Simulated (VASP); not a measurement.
Set up this calculation in VASP 6.6.1, as the native input.

| Property | Result |
| --- | --- |
| Task | relaxation of cell and atoms |
| Functional | PBE |
| Potentials or basis | VASP PAW PBE potentials, release 64 (Pb_d, S) |
| Cutoff | 600 eV |
| k mesh | 6 × 6 × 4 |
| Occupations | gaussian, width 0.1 eV |
| Spin | no spin polarisation |
| Dipole correction | no |
| Further INCAR settings | ALGO = Normal; EDIFF = 1e-06; IBRION = 2; EDIFFG = -0.04; NSW = 90; ISIF = 3 |

The structure of PbS lies in POSCAR:

```
PbS
1.0
    4.3726264300      0.0000000000      0.0000000000
   -2.1863132100      3.7868055700      0.0000000000
    0.0000000000      0.0000000000      5.2627638700
Pb S
2 2
Direct
    0.3333333300      0.6666666700      0.2500000000
    0.6666666700      0.3333333300      0.7500000000
    0.6666666700      0.3333333300      0.2500000000
    0.3333333300      0.6666666700      0.7500000000
```

The input as run:

INCAR

```
SYSTEM = PbS
ALGO = Normal ; EDIFF = 1E-6
EDIFFG = -0.04 ; ENCUT = 600
GGA = PE ; IBRION = 2
ISIF = 3 ; ISMEAR = 0
LASPH = .True. ; LCHARG = .False.
LREAL = .False. ; LWAVE = .False.
NELM = 60 ; NSW = 90
PREC = Accurate ; SIGMA = 0.1
```

KPOINTS

```
k-points
0
Gamma
  6 6 4
  0 0 0
```

Potentials or basis: VASP PAW PBE potentials, release 64 (Pb_d, S).

The run is started by

```console
$ cat potpaw_PBE.64/Pb_d/POTCAR potpaw_PBE.64/S/POTCAR > POTCAR
$ mpirun -np 1 vasp_std > vasp.out
```

It gave:

| Item | Value |
| --- | --- |
| Relaxed volume | 32.97 Å³/atom |
| Relaxed cell | a = 5.018 Å, b = 5.018 Å, c = 6.049 Å, α = 90.00°, β = 90.00°, γ = 120.00° |
| Space group after relaxing (to 0.05 Å) | P6_3/mmc (No. 194) |
| Energy gained by relaxing | 986.0 meV/atom |
| Ionic steps | 5 |
| Pressure after relaxing | 0.0 GPa |
| Band gap on the k mesh | 1.44 eV, direct |

Caveat: the volume moved by over 15 % at a fixed basis, so the end points are rough; spin-orbit coupling is left out, which moves the levels of the heavy elements.

Wall time 73 s on 1 thread of Intel(R) Xeon(R) 6975P-C (Granite Rapids), with other jobs on the host, peak memory 0.25 GiB.
